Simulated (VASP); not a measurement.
# Al18N17 (a cell with a defect) in VASP: single point with PBEsol

Aim: the single point of Al18N17 (a cell with a defect) with PBEsol.

Everything below comes from runs of VASP 6.6.1. Logs are shortened: lines on timing, memory, paths and dates and some standing lists are left out, and cuts for length are marked.

**1. The cell of the first run**

The cell holds a defect, 35 atoms: a = 7.343 Å, b = 7.343 Å, c = 7.343 Å, α = 79.00°, β = 79.00°, γ = 79.00°.

**2. Single point, PBEsol, collinear spin**

Contents of INCAR:

```
SYSTEM = Al18N17
PREC = Accurate ; ENCUT = 520
EDIFF = 1E-7 ; ISMEAR = 0
SIGMA = 0.02 ; LREAL = Auto
LASPH = .TRUE. ; NELM = 150
ALGO = Normal ; ISIF = 2
LWAVE = .FALSE. ; LCHARG = .TRUE.
ISPIN = 2 ; MAGMOM = 0.5 0 0 0 0 0 0 0 0 0.5 0 0.5 0 0 0.5 0 0 0 0 0 0 0 0 0 0 0 0 0 0 0 0 0 0 0 0
LORBIT = 11 ; GGA = PS
LELF = .TRUE. ; LVHAR = .TRUE.
NBANDS = 96 ; NELECT = 136.0
```

Contents of KPOINTS:

```
Automatic mesh
0
Gamma
  2 2 2
  0.5 0.5 0.5
```

Contents of POSCAR:

```
Al18N17
1.0
    4.6706711409      2.6966132405     -4.9836450386
    0.0000000000     -5.3932264810     -4.9836450386
   -4.6706711409      2.6966132405     -4.9836450386
Al N
18 17
Direct
    0.0969121866      0.4305629690      0.0977937410
    0.0557407288      0.0578071958      0.3873292970
    0.3863678012      0.3894116595      0.7251078268
    0.7241613902      0.3894146994      0.3873366823
    0.3863650644      0.0578322472      0.0566756868
    0.0557457403      0.7200300602      0.7251061910
    0.3858336788      0.7195032039      0.3868119615
    0.7209782780      0.0546341390      0.7219198680
    0.7241794709      0.7200463648      0.0566855625
    0.7484750099      0.0821242744      0.1453247341
    0.7750819152      0.7770299146      0.4443264509
    0.1443488054      0.0821019416      0.7494171208
    0.4433734056      0.1087376785      0.4443229468
    0.1097443329      0.7874403355      0.1106755598
    0.7484515583      0.4780693530      0.7493841421
    0.1097412097      0.4434139346      0.4547535608
    0.4433547096      0.7770463832      0.7760277242
    0.4537592247      0.4434190601      0.1106783884
    0.9285010835      0.9293475892      0.2642915337
    0.2633477658      0.2621717915      0.5966474897
    0.5956887356      0.2621777066      0.2643055165
    0.2633373512      0.9293628143      0.9294533195
    0.9285027025      0.5970076752      0.5966510874
    0.2528273277      0.5865089706      0.2538047307
    0.5941639923      0.9278334647      0.5951146199
    0.5956920118      0.5970339038      0.9294527488
    0.9834309081      0.3170860004      0.3224847054
    0.9820472144      0.9844437089      0.6517463795
    0.3215317154      0.3170940335      0.9843499908
    0.6507925653      0.3157183307      0.6517420073
    0.3157291428      0.9818936963      0.3166784509
    0.9834343403      0.6551949376      0.9843503133
    0.3157342478      0.6493953136      0.6491889283
    0.6507953451      0.9844566365      0.9829983880
    0.6482266349      0.6493900471      0.3166768021
```

Potentials or basis: VASP PAW PBE potentials, release 64 (Al, N).

Launch:

```sh
$ cat potpaw_PBE.64/Al/POTCAR potpaw_PBE.64/N/POTCAR > POTCAR
$ mpirun -np 1 vasp_std > vasp.out
```

OUTCAR:

```text
SYSTEM = Al18N17
   PREC = Accurate
   ENCUT = 520
   EDIFF = 1E-7
   ISMEAR = 0
   LREAL = Auto
   LASPH = .TRUE.
   NELM = 150
   ISIF = 2
   ISPIN = 2
   LORBIT = 11
   GGA = PS
   NELECT = 136.0

 ion  position               nearest neighbor table
   1  0.097  0.431  0.098-  29 1.82  32 1.82  27 1.82  24 2.33  18 2.66  14 2.66  16 2.66   3 3.15
                             6 3.15   5 3.15   9 3.15   4 3.15   2 3.15
   2  0.056  0.058  0.387-  27 1.87  31 1.88  19 1.89  28 1.91  12 2.90  14 3.03  13 3.06  16 3.08
                            10 3.09   5 3.09   4 3.10  11 3.10   7 3.12   8 3.13   1 3.15   6 3.16
   3  0.386  0.389  0.725-  29 1.87  33 1.88  20 1.89  30 1.91  15 2.90  16 3.03  17 3.06  18 3.08
                             6 3.09  12 3.09   5 3.10  13 3.10   7 3.12   8 3.13   1 3.15   4 3.16
   4  0.724  0.389  0.387-  27 1.87  35 1.88  21 1.89  30 1.91  15 2.90  18 3.03  11 3.06  16 3.08
                            10 3.09   9 3.09   2 3.10  13 3.10   7 3.12   8 3.13   1 3.15   3 3.16
   5  0.386  0.058  0.057-  29 1.87  31 1.88  22 1.89  34 1.91  10 2.90  14 3.03  13 3.06  18 3.08
                            12 3.09   2 3.09   3 3.10  17 3.10   7 3.12   8 3.13   1 3.15   9 3.16
   6  0.056  0.720  0.725-  32 1.87  33 1.88  23 1.89  28 1.91  12 2.90  16 3.03  17 3.06  14 3.08
                            15 3.09   3 3.09   9 3.10  11 3.10   7 3.12   8 3.13   1 3.15   2 3.16
   7  0.386  0.720  0.387-  33 1.89  31 1.89  35 1.89  24 1.99  16 3.04  18 3.04  14 3.04  17 3.08
                            13 3.08  11 3.08   6 3.12   3 3.12   2 3.12   4 3.12   5 3.12   9 3.12
   8  0.721  0.055  0.722-  28 1.89  34 1.89  30 1.89  25 1.90  11 3.07  13 3.07  17 3.07   2 3.13
                             9 3.13   4 3.13   5 3.13   6 3.13   3 3.13  12 3.20  10 3.20  15 3.20
   9  0.724  0.720  0.057-  32 1.87  35 1.88  26 1.89  34 1.91  10 2.90  18 3.03  11 3.06  14 3.08
                            15 3.09   4 3.09   6 3.10  17 3.10   7 3.12   8 3.13   1 3.15   5 3.16
  10  0.748  0.082  0.145-  19 1.81  21 1.81  34 1.82  11 2.83  13 2.83   9 2.90   5 2.90   2 3.09
[... 7 lines left out ...]
  14  0.110  0.787  0.111-  22 1.86  19 1.86  24 1.90  32 1.92   1 2.66   5 3.03   2 3.03   7 3.04
                             9 3.08   6 3.08  12 3.09  10 3.09  17 3.12  11 3.12  18 3.21  16 3.21
  15  0.748  0.478  0.749-  23 1.81  26 1.81  30 1.82  11 2.83  17 2.83   4 2.90   3 2.90   6 3.09
                             9 3.09  16 3.09  18 3.09   8 3.20
  16  0.110  0.443  0.455-  23 1.86  20 1.86  24 1.90  27 1.92   1 2.66   6 3.03   3 3.03   7 3.04
                             4 3.08   2 3.08  15 3.09  12 3.09  11 3.12  13 3.12  18 3.21  14 3.21
  17  0.443  0.777  0.776-  25 1.89  22 1.90  26 1.90  33 1.90  12 2.83  15 2.83   6 3.06   3 3.06
                             8 3.07   7 3.08  13 3.10  11 3.10   5 3.10   9 3.10  14 3.12  18 3.12
  18  0.454  0.443  0.111-  26 1.86  21 1.86  24 1.90  29 1.92   1 2.66   9 3.03   4 3.03   7 3.04
                             3 3.08   5 3.08  15 3.09  10 3.09  17 3.12  13 3.12  14 3.21  16 3.21
  19  0.929  0.929  0.264-  10 1.81  14 1.86   2 1.89  11 1.90
  20  0.263  0.262  0.597-  12 1.81  16 1.86   3 1.89  13 1.90
  21  0.596  0.262  0.264-  10 1.81  18 1.86   4 1.89  13 1.90
  22  0.263  0.929  0.929-  12 1.81  14 1.86   5 1.89  17 1.90
  23  0.929  0.597  0.597-  15 1.81  16 1.86   6 1.89  11 1.90
  24  0.253  0.587  0.254-  16 1.90  14 1.90  18 1.90   7 1.99   1 2.33
  25  0.594  0.928  0.595-  13 1.89  11 1.89  17 1.89   8 1.90
[... 272 lines left out ...]
      5      -7.7028      1.00000
      6      -7.7023      1.00000
[... 321 lines left out ...]
     79      12.1343      0.00000
     80      12.4199      0.00000
 Fermi energy:         5.7042591421

 spin component 2

 k-point     1 :       0.2500    0.2500    0.2500
  band No.  band energies     occupation
      1      -9.0200      1.00000
      2      -8.1238      1.00000
      3      -8.1233      1.00000
      4      -7.8985      1.00000
      5      -7.7028      1.00000
      6      -7.7023      1.00000
[... 321 lines left out ...]
     79      12.1343      0.00000
     80      12.4199      0.00000
 [bands above 80 left out]

------------------------ aborting loop because EDIFF is reached ----------------------------------------

  FORCE on cell =-STRESS in cart. coord.  units (eV):
  Direction    XX          YY          ZZ          XY          YZ          ZX
  --------------------------------------------------------------------------------------
  -------------------------------------------------------------------------------------
  Total      -18.8274940    -18.8212772    -24.2734802      0.0022462     -0.0071165     -0.0024810
  in kB      -80.0952563    -80.0688089   -103.2633774      0.0095557     -0.0302748     -0.0105547
  external PRESSURE =     -87.8091476 kB  Pullay stress =       0.0000000 kB

 VOLUME and BASIS-vectors are now :
 -----------------------------------------------------------------------------
  energy-cutoff  :      520.00
  volume of cell :      376.61
      direct lattice vectors                 reciprocal lattice vectors
     4.670671141  2.696613241 -4.983645039     0.107050997  0.061805922 -0.066885448
     0.000000000 -5.393226481 -4.983645039     0.000000000 -0.123611843 -0.066885448
    -4.670671141  2.696613241 -4.983645039    -0.107050997  0.061805922 -0.066885448

 POSITION                                       TOTAL-FORCE (eV/Angst)
 -----------------------------------------------------------------------------------
     -0.00412     -1.79708     -3.11612        -0.008898      0.005464     -0.018123
     -1.54874      0.88302     -2.49619         0.001991      0.006806     -0.005382
     -1.58214      0.89703     -7.47989         0.013360     -0.000745      0.001694
      1.57320      0.89708     -7.48002        -0.009084     -0.002640      0.004009
      1.53987      0.88281     -2.49617        -0.000602      0.012669     -0.008029
     -3.12636     -1.77763     -7.47986         0.011245     -0.009496     -0.003106
[... 27 lines left out ...]
     -1.55161     -0.90369    -13.04843        -0.004188      0.001488      0.032301
      1.54856     -0.90034     -8.04507        -0.007397     -0.004602     -0.000864
 -----------------------------------------------------------------------------------
    total drift:                                0.013023      0.001964     -0.004832

  FREE ENERGIE OF THE ION-ELECTRON SYSTEM (eV)
  ---------------------------------------------------
  free  energy   TOTEN  =      -290.4314463495 eV

  energy  without entropy=     -290.4314463495  energy(sigma->0) =     -290.43144635

 total charge

# of ion       s       p       d       tot
------------------------------------------
    1        0.381   0.440   0.000   0.822
    2        0.361   0.432   0.000   0.793
    3        0.361   0.432   0.000   0.793
    4        0.361   0.432   0.000   0.793
    5        0.361   0.432   0.000   0.793
    6        0.361   0.432   0.000   0.793
[... 27 lines left out ...]
   34        1.221   2.606   0.000   3.826
   35        1.216   2.604   0.000   3.820
--------------------------------------------------
tot         27.351  52.234   0.000  79.586

 magnetization (x)

# of ion       s       p       d       tot
------------------------------------------
    1       -0.000  -0.000   0.000  -0.000
    2       -0.000  -0.000   0.000  -0.000
    3       -0.000  -0.000   0.000  -0.000
    4       -0.000  -0.000   0.000  -0.000
    5       -0.000  -0.000   0.000  -0.000
    6       -0.000  -0.000   0.000  -0.000
[... 27 lines left out ...]
   34        0.000   0.000   0.000   0.000
   35       -0.000   0.000   0.000   0.000
--------------------------------------------------
tot         -0.000   0.000   0.000   0.000
```

It took 11 min on 1 thread of Oxide Virtual Turin-like, shared host; peak memory 0.6 GiB.

What came out:

```
Free energy                                           : -290.4314 eV
Largest force                                         : 0.036 eV/Å
Net moment                                            : 0.00 μB per cell
Valence electrons inside the program's atomic spheres : Al 0.82, 0.79, 0.77, 0.84, 0.80 (each value once); N 3.85, 3.80, 3.82, 3.84, 3.83 (each value once)
```

Forces in eV/Å, atoms in the order of the input:
```
Al  -0.009  0.005 -0.018
Al   0.002  0.007 -0.005
Al   0.013 -0.001  0.002
Al  -0.009 -0.003  0.004
Al  -0.001  0.013 -0.008
Al   0.011 -0.009 -0.003
Al   0.004 -0.005  0.011
Al   0.000  0.005  0.014
Al  -0.012 -0.008 -0.003
Al  -0.006 -0.005 -0.018
Al   0.007  0.000  0.004
Al   0.006 -0.008 -0.022
Al   0.000 -0.003  0.004
Al  -0.001  0.011 -0.012
Al  -0.004 -0.001 -0.018
Al   0.015 -0.002 -0.007
Al  -0.001  0.003  0.002
Al  -0.012  0.000 -0.015
N    0.008  0.033 -0.003
N    0.019 -0.020 -0.001
N   -0.022 -0.023  0.000
N   -0.009  0.031 -0.001
N    0.033 -0.010 -0.004
N    0.001 -0.001 -0.006
N   -0.001  0.001 -0.009
N   -0.031 -0.008 -0.001
N   -0.002  0.002  0.005
N    0.004  0.002  0.035
N    0.005  0.004  0.003
N   -0.001 -0.004  0.032
N    0.000  0.008  0.001
N   -0.001 -0.006  0.004
N    0.005 -0.005  0.002
N   -0.004  0.001  0.032
N   -0.007 -0.005 -0.001
```

Levels at points of the mesh, in eV from the Fermi level:
Spin up:
```tsv
k point	band 66	band 67	band 68	band 69	band 70	band 71
(0.25, 0.25, 0.25)	-0.45	-0.19	-0.19	1.89	4.95	5.32
```
Spin down:
| k point | band 64 | band 65 | band 66 | band 67 | band 68 | band 69 | band 70 | band 71 | band 72 | band 73 |
| --- | --- | --- | --- | --- | --- | --- | --- | --- | --- | --- |
| (0.25, 0.25, 0.25) | -0.53 | -0.53 | -0.45 | -0.19 | -0.19 | 1.89 | 4.95 | 5.32 | 5.32 | 5.32 |

Caveat: the cell carries a net charge on a neutralising background, which shifts energy and pressure; the cell is charged against a uniform background, so pressure and absolute levels hang on convention; the PAW data sets were made with another functional, which shifts forces and pressure a little.
